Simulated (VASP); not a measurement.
# Ga in VASP: settings compared

The runs below take Ga through relaxation of cell and atoms, single point, with revPBE+D3(BJ), revPBE+D4, BLYP+D3(BJ), PBE, PBE0.

All numbers are computed with VASP 6.6.1; they aren't measurements. Logs are shortened: lines on timing, memory, paths and dates and some standing lists are left out, and cuts for length are marked.

## Step 1: The cell of the first run

Symmetry: Pm-3m, No. 221, cubic system. The conventional cell has a = 2.716 Å, b = 2.716 Å, c = 2.716 Å, α = 90.00°, β = 90.00°, γ = 90.00°. Ga (site symmetry m-3m) has 6 Ga at 2.72 Å within 3.6 Å.

## Step 2: Relaxation of cell and atoms, revPBE+D3(BJ)

INCAR reads:

```
SYSTEM = Ga
PREC = Accurate ; ENCUT = 600
EDIFF = 1E-7 ; ISMEAR = -1
SIGMA = 0.05 ; LREAL = .FALSE.
LASPH = .TRUE. ; NELM = 100
ALGO = Normal ; ISIF = 3
LWAVE = .FALSE. ; LCHARG = .FALSE.
GGA = RE ; IVDW = 12
IBRION = 2 ; NSW = 60
EDIFFG = -0.01
```

KPOINTS reads:

```
regular mesh
0
G
  10 10 10
  0 0 0
```

POSCAR reads:

```
Ga
1.0
    2.7164800000      0.0000000000      0.0000000000
    0.0000000000      2.7164800000      0.0000000000
    0.0000000000      0.0000000000      2.7164800000
Ga
1
Direct
    0.0000000000      0.0000000000      0.0000000000
```

Potentials or basis: VASP PAW PBE potentials, release 64 (Ga_d).

Command:

```console
$ cat potpaw_PBE.64/Ga_d/POTCAR > POTCAR
$ mpirun -np 1 vasp_std > vasp.out
```

OUTCAR:

```text
SYSTEM = Ga
   PREC = Accurate
   ENCUT = 600
   EDIFF = 1E-7
   ISMEAR = -1
   LREAL = .FALSE.
   LASPH = .TRUE.
   NELM = 100
   ISIF = 3
   GGA = RE
   IVDW = 12
   IBRION = 2
   NSW = 60
   EDIFFG = -0.01
 IVDW          = 12

 ion  position               nearest neighbor table
   1  0.000  0.000  0.000-

  LATTYP: Found a simple cubic cell.
 ALAT       =     2.7164800000

  Lattice vectors:

 A1 = (   2.7164800000,   0.0000000000,   0.0000000000)
 A2 = (   0.0000000000,   2.7164800000,   0.0000000000)
 A3 = (   0.0000000000,   0.0000000000,   2.7164800000)

Analysis of symmetry for initial positions (statically):
=====================================================================
 Subroutine PRICEL returns:
 Original cell was already a primitive cell.

 Routine SETGRP: Setting up the symmetry group for a
 simple cubic supercell.

 Subroutine GETGRP returns: Found 48 space group operations
 (whereof 48 operations were pure point group operations)
 out of a pool of 48 trial point group operations.

The static configuration has the point symmetry O_h .

Analysis of symmetry for dynamics (positions and initial velocities):
=====================================================================
 Subroutine PRICEL returns:
 Original cell was already a primitive cell.

 Routine SETGRP: Setting up the symmetry group for a
 simple cubic supercell.

 Subroutine GETGRP returns: Found 48 space group operations
 (whereof 48 operations were pure point group operations)
 out of a pool of 48 trial point group operations.

The dynamic configuration has the point symmetry O_h .

 Subroutine INISYM returns: Found 48 space group operations
 (whereof 48 operations are pure point group operations),
 and found     1 'primitive' translations

----------------------------------------------------------------------------------------

                                     Primitive cell

  volume of cell :      20.0456

  direct lattice vectors                    reciprocal lattice vectors
     2.716480000  0.000000000  0.000000000     0.368123454  0.000000000  0.000000000
     0.000000000  2.716480000  0.000000000     0.000000000  0.368123454  0.000000000
     0.000000000  0.000000000  2.716480000     0.000000000  0.000000000  0.368123454

  length of vectors
     2.716480000  2.716480000  2.716480000     0.368123454  0.368123454  0.368123454

  position of ions in fractional coordinates (direct lattice)
     0.000000000  0.000000000  0.000000000

  ion indices of the primitive-cell ions
   primitive index   ion index
                 1           1

----------------------------------------------------------------------------------------

 KPOINTS: regular mesh

Automatic generation of k-mesh.
 Grid dimensions read from file:
 generate k-points for:   10   10   10

 Generating k-lattice:

  Cartesian coordinates                     Fractional coordinates (reciprocal lattice)
     0.036812345  0.000000000  0.000000000     0.100000000  0.000000000  0.000000000
     0.000000000  0.036812345  0.000000000     0.000000000  0.100000000  0.000000000
     0.000000000  0.000000000  0.036812345     0.000000000  0.000000000  0.100000000

  Length of vectors
     0.036812345  0.036812345  0.036812345

  Shift w.r.t. Gamma in fractional coordinates (k-lattice)
     0.000000000  0.000000000  0.000000000

 Subroutine IBZKPT returns following result:
 ===========================================

 Found     56 irreducible k-points:

 Following reciprocal coordinates:
            Coordinates               Weight
  0.000000  0.000000  0.000000      1.000000
  0.100000  0.000000  0.000000      6.000000
  0.200000  0.000000  0.000000      6.000000
  0.300000  0.000000  0.000000      6.000000
  0.400000  0.000000  0.000000      6.000000
  0.500000  0.000000  0.000000      3.000000
[... 16 lines left out ...]
  0.200000  0.100000  0.100000     24.000000
  0.300000  0.100000  0.100000     24.000000
 [... further k-points ...]
   k-points           NKPTS =     56   k-points in BZ     NKDIM =     56   number of bands    NBANDS=     10
   number of dos      NEDOS =    301   number of ions     NIONS =      1
   total plane-waves  NPLWV =  13824
   dimension x,y,z NGX =    24 NGY =   24 NGZ =   24
   dimension x,y,z NGXF=    48 NGYF=   48 NGZF=   48
   ions per type =               1
   NGX,Y,Z   is equivalent  to a cutoff of  14.69, 14.69, 14.69 a.u.
   NGXF,Y,Z  is equivalent  to a cutoff of  29.38, 29.38, 29.38 a.u.
 SYSTEM =  Ga
   PREC   = accura    normal or accurate (medium, high low for compatibility)
   ISTART =      0    job   : 0-new  1-cont  2-samecut
   ICHARG =      2    charge: 1-file 2-atom 10-const
   ISPIN  =      1    spin polarized calculation?
   LNONCOLLINEAR =      F non collinear calculations
   LSORBIT =      F    spin-orbit coupling
   LASPH  =      T    aspherical Exc in radial PAW
   ENCUT  =  600.0 eV  44.10 Ry    6.64 a.u.   5.43  5.43  5.43*2*pi/ulx,y,z
   NELM   =    100;   NELMIN=  2; NELMDL= -5     # of ELM steps
   EDIFF  = 0.1E-06   stopping-criterion for ELM
   LREAL  =      F    real-space projection
   EDIFFG = -.1E-01   stopping-criterion for IOM
   NSW    =     60    number of steps for IOM
   IBRION =      2    ionic relax: 0-MD 1-quasi-New 2-CG
   NFREE  =      1    steps in history (QN), initial steepest desc. (CG)
   ISIF   =      3    stress and relaxation
   ISYM   =      2    0-nonsym 1-usesym 2-fastsym
   POTIM  = 0.5000    time-step for ionic-motion
   TEBEG  =    0.0;   TEEND  =   0.0 temperature during run
   PSTRESS=    0.0 pullay stress
   NELECT =      13.0000    total number of electrons
   NUPDOWN=      -1.0000    fix difference up-down
   EMIN   =  10.00;   EMAX   =-10.00  energy-range for DOS
   EFERMI =   0.00;   METHOD = LEGACY
   ISMEAR =    -1;   SIGMA  =   0.05  broadening in eV -4-tet -1-fermi 0-gaus
   EFERMI_NEDOS =   21; number of points for ismear=-14 and -15
   IALGO  =     38    algorithm
   IMIX   =      4    mixing-type and parameters
     AMIX     =   0.40;   BMIX     =  1.00
     AMIX_MAG =   1.60;   BMIX_MAG =  1.00
  volume/ion in A,a.u.               =      20.05       135.27
  Fermi-wavevector in a.u.,A,eV,Ry     =   1.417042  2.677821 27.320614  2.008008
  Thomas-Fermi vector in A             =   2.538314
   LORBIT       =      0    0 simple, 1 ext, 2 COOP (PROOUT), +10 PAW based schemes
   GGA     = RE    functional components
   LHFCALC =     F    Hartree Fock is set to
   AEXX    =    0.0000 exact exchange contribution
   IVDW    =    12    specifies the selected vdW correction
   LEPSILON=     F    determine dielectric tensor
   LRPA    =     F    only Hartree local field effects (RPA)
 conjugate gradient relaxation of ions
 non-spin polarized calculation
  energy-cutoff  :      600.00
  volume of cell :       20.05
 maximum number of plane-waves:       691
 NGX is ok and might be reduce to    24
   NGX = 11   NGY = 11   NGZ = 11

--------------------------------------- Ionic step        1  -------------------------------------------

 number of electron      13.0000005 magnetization

 Free energy of the ion-electron system (eV)
  ---------------------------------------------------
  ext. energy  EPLUGINS =         0.00000000
  ---------------------------------------------------
  free energy    TOTEN  =        -2.53222119 eV

  energy without entropy =       -2.52665978  energy(sigma->0) =       -2.52944049

------------------------ aborting loop because EDIFF is reached ----------------------------------------

 Edisp (eV)   -0.53922

 E8    (eV) :    -0.3897

  FORCE on cell =-STRESS in cart. coord.  units (eV):
  Direction    XX          YY          ZZ          XY          YZ          ZX
  --------------------------------------------------------------------------------------
  -------------------------------------------------------------------------------------
  Total      -0.34359    -0.34359    -0.34359    -0.00000    -0.00000     0.00000
  in kB     -27.46167   -27.46167   -27.46167    -0.00000    -0.00000     0.00000
  external pressure =      -27.46 kB  Pullay stress =        0.00 kB
[... 98 lines left out ...]
  energy  without entropy=       -3.0793229624  energy(sigma->0) =       -3.08131506

--------------------------------------- Ionic step        4  -------------------------------------------

 number of electron      12.9999997 magnetization

 Free energy of the ion-electron system (eV)
  ---------------------------------------------------
  ext. energy  EPLUGINS =         0.00000000
  ---------------------------------------------------
  free energy    TOTEN  =        -2.50915248 eV

  energy without entropy =       -2.50513421  energy(sigma->0) =       -2.50714335

 E-fermi :   5.4267     XC(G=0): -10.8507

 val. band max:        5.3811526866   @ k =   0.4000   0.4000   0.1000
 cond. band min:       5.4711466777   @ k =   0.3000   0.0000   0.0000
 fundamental gap:      0.0899939911
 Fermi energy:         5.4266701104

 k-point     1 :       0.0000    0.0000    0.0000
  band No.  band energies     occupation
      1      -9.8310      2.00000
      2      -9.8310      2.00000
      3      -9.2376      2.00000
      4      -9.2376      2.00000
      5      -9.2376      2.00000
      6      -5.5922      2.00000
      7      14.8142      0.00000
      8      14.8142      0.00000
      9      14.8142      0.00000
     10      17.6559      0.00000
[... 287 lines left out ...]
 k-point    24 :       0.3000    0.1000    0.1000
  band No.  band energies     occupation
      1      -9.7409      2.00000
      2      -9.5482      2.00000
      3      -9.3730      2.00000
      4      -9.3635      2.00000
      5      -9.2596      2.00000
      6      -3.2262      2.00000
      7       5.8778      0.00024
      8      13.8891      0.00000
      9      14.7207      0.00000
     10      22.3165      0.00000

 [... further k-points ...]

------------------------ aborting loop because EDIFF is reached ----------------------------------------

 Edisp (eV)   -0.57418

 E8    (eV) :    -0.4148

  FORCE on cell =-STRESS in cart. coord.  units (eV):
  Direction    XX          YY          ZZ          XY          YZ          ZX
  --------------------------------------------------------------------------------------
  -------------------------------------------------------------------------------------
  Total      -0.00242    -0.00242    -0.00242    -0.00000     0.00000     0.00000
  in kB      -0.20570    -0.20570    -0.20570    -0.00000     0.00000     0.00000
  external pressure =       -0.21 kB  Pullay stress =        0.00 kB
[... 16 lines left out ...]
  FREE ENERGIE OF THE ION-ELECTRON SYSTEM (eV)
  ---------------------------------------------------
  free  energy   TOTEN  =        -3.0833331461 eV

  energy  without entropy=       -3.0793148751  energy(sigma->0) =       -3.08132401

 reached required accuracy - stopping structural energy minimisation
```

It took 47 s on 1 thread of Intel Xeon 8259CL, shared host; peak memory 0.16 GiB.

Results:

```
Free energy                            : -3.0833 eV
Relaxed volume                         : 18.82 Å³/atom
Relaxed cell                           : a = 2.660 Å, b = 2.660 Å, c = 2.660 Å, α = 90.00°, β = 90.00°, γ = 90.00°
Space group after relaxing (to 0.05 Å) : Pm-3m (No. 221)
Energy gained by relaxing              : 11.9 meV/atom
Ionic steps                            : 4
Pressure after relaxing                : 0.0 GPa
Dispersion energy per atom             : -0.574 eV
```

Step by step:
| step | energy change (eV) | largest force (eV/Å) | pressure (GPa) | volume (Å³) |
| --- | --- | --- | --- | --- |
| 1 | 0.0000 | 0.0000 | -2.75 | 20.05 |
| 2 | -0.0114 | 0.0000 | -0.80 | 19.07 |
| 3 | -0.0119 | 0.0000 | 0.15 | 18.77 |
| 4 | -0.0119 | 0.0000 | -0.02 | 18.82 |

Final structure:
```xyz
1
Lattice="2.6599 0.0000 0.0000 0.0000 2.6599 0.0000 0.0000 0.0000 2.6599" Properties=species:S:1:pos:R:3 pbc="T T T"
Ga    0.0000    0.0000    0.0000
```

Levels at points of the mesh, in eV from the Fermi level:
```
           k point  band 2  band 3  band 4  band 5  band 6  band 7  band 8  band 9  band 10
(0.00, 0.00, 0.00)  -15.26  -14.66  -14.66  -14.66  -11.02    9.39    9.39    9.39    12.23
(0.50, 0.00, 0.00)  -14.90  -14.83  -14.83  -14.65   -6.30   -4.44   13.11   13.11    16.17
(0.50, 0.50, 0.00)  -15.04  -14.80  -14.80  -14.51   -1.38   -0.78   -0.78    4.16    16.98
(0.50, 0.50, 0.50)  -15.06  -15.06  -14.50  -14.50    2.75    2.75    2.75    4.60     8.32
```

Caveat: the PAW data sets were made with another functional, which shifts forces and pressure a little; pairwise dispersion overbinds metals, which lowers pressure and volume.

## Step 3: Relaxation of cell and atoms, revPBE+D4

INCAR reads:

```
ALGO = Fast
EDIFF = 1E-6
EDIFFG = -0.01
ENCUT = 600
GGA = RE
IBRION = 2
ISIF = 3
ISMEAR = -1
IVDW = 13
LASPH = T
LCHARG = F
LREAL = F
LWAVE = F
NELM = 100
NSW = 60
PREC = Accurate
SIGMA = 0.05
```

KPOINTS reads:

```
k-points
0
Gamma
  10 10 10
```

POSCAR is that of step 2.

Potentials or basis: VASP PAW PBE potentials, release 64 (Ga_d).

Command:

```console
$ cat potpaw_PBE.64/Ga_d/POTCAR > POTCAR
$ mpirun -np 1 vasp_std > vasp.out
```

Run time: 59 s. Hardware: 1 thread of Intel Xeon 8259CL, shared host; peak memory 0.15 GiB.

It converged, with:

| Quantity | Value |
| --- | --- |
| Free energy | -3.2680 eV |
| Relaxed volume | 18.48 Å³/atom |
| Relaxed cell | a = 2.644 Å, b = 2.644 Å, c = 2.644 Å, α = 90.00°, β = 90.00°, γ = 90.00° |
| Space group after relaxing (to 0.05 Å) | Pm-3m (No. 221) |
| Energy gained by relaxing | 21.9 meV/atom |
| Ionic steps | 5 |
| Pressure after relaxing | -0.1 GPa |
| Dispersion energy per atom | -0.770 eV |

Step by step:
```tsv
step	energy change (eV)	largest force (eV/Å)	pressure (GPa)	volume (Å³)
1	0.0000	0.0000	-3.84	20.05
2	-0.0215	0.0000	-0.68	18.68
3	-0.0219	0.0000	-0.16	18.50
4	-0.0219	0.0000	0.10	18.45
5	-0.0219	0.0000	-0.06	18.48
```

Final structure:
```cif
data_structure
_symmetry_space_group_name_H-M 'P 1'
_symmetry_Int_Tables_number 1
_cell_length_a 2.6440
_cell_length_b 2.6440
_cell_length_c 2.6440
_cell_angle_alpha 90.000
_cell_angle_beta 90.000
_cell_angle_gamma 90.000
_cell_volume 18.48
loop_
_atom_site_label
_atom_site_type_symbol
_atom_site_fract_x
_atom_site_fract_y
_atom_site_fract_z
_atom_site_occupancy
Ga1 Ga 0.00000 0.00000 0.00000 1
```

Levels at points of the mesh, in eV from the Fermi level:
```tsv
k point	band 2	band 3	band 4	band 5	band 6	band 7	band 8	band 9	band 10
(0.00, 0.00, 0.00)	-15.28	-14.66	-14.66	-14.66	-11.14	9.52	9.52	9.52	12.36
(0.50, 0.00, 0.00)	-14.91	-14.83	-14.83	-14.65	-6.33	-4.52	13.33	13.33	16.37
(0.50, 0.50, 0.00)	-15.06	-14.80	-14.80	-14.50	-1.29	-0.80	-0.80	4.16	17.31
(0.50, 0.50, 0.50)	-15.07	-15.07	-14.49	-14.49	2.80	2.80	2.80	4.84	8.38
```

Caveat: the PAW data sets were made with another functional, which shifts forces and pressure a little; pairwise dispersion overbinds metals, which lowers pressure and volume.

## Step 4: Relaxation of cell and atoms, BLYP+D3(BJ)

INCAR reads:

```
PREC = Accurate ; ENCUT = 600
EDIFF = 1E-6 ; ISMEAR = -1
SIGMA = 0.05 ; LREAL = False
LASPH = True ; NELM = 60
ALGO = Fast ; ISIF = 3
LWAVE = False ; LCHARG = False
GGA = B5 ; ALDAX = 1.0
AGGAX = 1.0 ; AGGAC = 1.0
ALDAC = 0.0 ; IVDW = 12
VDW_S6 = 1.0 ; VDW_S8 = 2.6996
VDW_A1 = 0.4298 ; VDW_A2 = 4.2359
IBRION = 2 ; NSW = 60
EDIFFG = -0.01
```

KPOINTS reads:

```
regular mesh
0
Gamma
  10 10 10
```

POSCAR is that of step 3.

Command:

```console
$ cat potpaw_PBE.64/Ga_d/POTCAR > POTCAR
$ mpirun -np 1 vasp_std > vasp.out
```

Wall time 73 s (1 thread of Intel Xeon 8259CL, shared host); peak memory 0.16 GiB.

The run converged. Its results:

| Item | Value |
| --- | --- |
| Free energy | -2.7938 eV |
| Relaxed volume | 19.92 Å³/atom |
| Relaxed cell | a = 2.711 Å, b = 2.711 Å, c = 2.711 Å, α = 90.00°, β = 90.00°, γ = 90.00° |
| Space group after relaxing (to 0.05 Å) | Pm-3m (No. 221) |
| Energy gained by relaxing | 0.2 meV/atom |
| Ionic steps | 5 |
| Pressure after relaxing | 0.1 GPa |
| Dispersion energy per atom | -0.686 eV |

Step by step:
```csv
step,energy change (eV),largest force (eV/Å),pressure (GPa),volume (Å³)
1,0.0000,0.0000,-0.36,20.05
2,-0.0002,0.0000,0.14,19.92
3,-0.0002,0.0000,-0.15,19.93
4,-0.0002,0.0000,-0.09,19.92
5,-0.0002,0.0000,0.05,19.92
```

Final structure:
```
Ga
1.0
     2.71082    0.00000    0.00000
     0.00000    2.71082    0.00000
     0.00000    0.00000    2.71082
Ga
1
Cartesian
  0.0000 0.0000 0.0000
```

Levels at points of the mesh, in eV from the Fermi level:
| k point | band 2 | band 3 | band 4 | band 5 | band 6 | band 7 | band 8 | band 9 | band 10 |
| --- | --- | --- | --- | --- | --- | --- | --- | --- | --- |
| (0.00, 0.00, 0.00) | -15.22 | -14.70 | -14.70 | -14.70 | -10.62 | 8.87 | 8.87 | 8.87 | 12.09 |
| (0.50, 0.00, 0.00) | -14.89 | -14.84 | -14.84 | -14.69 | -6.34 | -3.99 | 12.20 | 12.20 | 15.68 |
| (0.50, 0.50, 0.00) | -15.03 | -14.82 | -14.82 | -14.56 | -1.86 | -0.67 | -0.67 | 4.66 | 15.62 |
| (0.50, 0.50, 0.50) | -15.04 | -15.04 | -14.55 | -14.55 | 2.51 | 2.51 | 2.51 | 3.47 | 8.49 |

Caveat: the PAW data sets were made with another functional, which shifts forces and pressure a little; pairwise dispersion overbinds metals, which lowers pressure and volume.

## Step 5: Single point, PBE (the cell strained at random)

INCAR reads:

```
SYSTEM = Ga
PREC = Accurate
ENCUT = 520
EDIFF = 1E-6
ISMEAR = -1
SIGMA = 0.05
LREAL = .False.
LASPH = .True.
NELM = 60
ALGO = Fast
ISIF = 2
LWAVE = .False.
LCHARG = .False.
GGA = PE
NBANDS = 12
```

KPOINTS reads:

```
Automatic mesh
0
Gamma
  10 10 10
  0 0 0
```

POSCAR reads:

```
Ga
1.0
    2.6806350000     -0.0263540000      0.0481410000
   -0.0263540000      2.7441620000      0.0268250000
    0.0481410000      0.0268250000      2.7264290000
Ga
1
Direct
   -0.0051250000      0.0104450000     -0.0005950000
```

Command:

```console
$ cat potpaw_PBE.64/Ga_d/POTCAR > POTCAR
$ mpirun -np 1 vasp_std > vasp.out
```

It took 59 s on 1 thread of AMD EPYC 7R13 (Zen 3), shared host; peak memory 0.19 GiB.

It converged, with:

```yaml
Free_energy: -2.8346 eV
Pressure: 0.2 GPa
```

Stress tensor (GPa, compression positive):
```
 1.72 -0.52  0.78
-0.52 -0.53  0.50
 0.78  0.50 -0.49
```

Levels at points of the mesh, in eV from the Fermi level:
```csv
k point,band 4,band 5,band 6,band 7,band 8,band 9,band 10,band 11
"(0.00, 0.00, 0.00)",-14.63,-14.63,-10.60,8.52,8.79,9.48,11.60,12.04
"(0.50, 0.00, 0.00)",-14.78,-14.63,-6.01,-4.10,12.08,12.30,15.37,16.25
"(0.00, 0.50, 0.00)",-14.76,-14.62,-6.40,-4.16,12.03,12.74,15.53,16.52
"(0.50, 0.50, 0.00)",-14.75,-14.50,-1.63,-0.89,-0.45,4.22,15.61,20.18
"(0.00, 0.00, 0.50)",-14.76,-14.62,-6.29,-4.14,11.86,12.75,15.42,16.35
"(0.50, 0.00, 0.50)",-14.76,-14.49,-1.54,-0.95,-0.29,4.28,15.50,19.85
"(0.00, 0.50, 0.50)",-14.74,-14.52,-1.93,-0.96,-0.61,4.12,16.09,20.64
"(0.50, 0.50, 0.50)",-14.51,-14.48,2.20,2.56,3.01,3.67,7.86,8.00
```

Caveat: the cell differs from its parent crystal (the cell strained at random).

(Continued in part 2 of 2.)
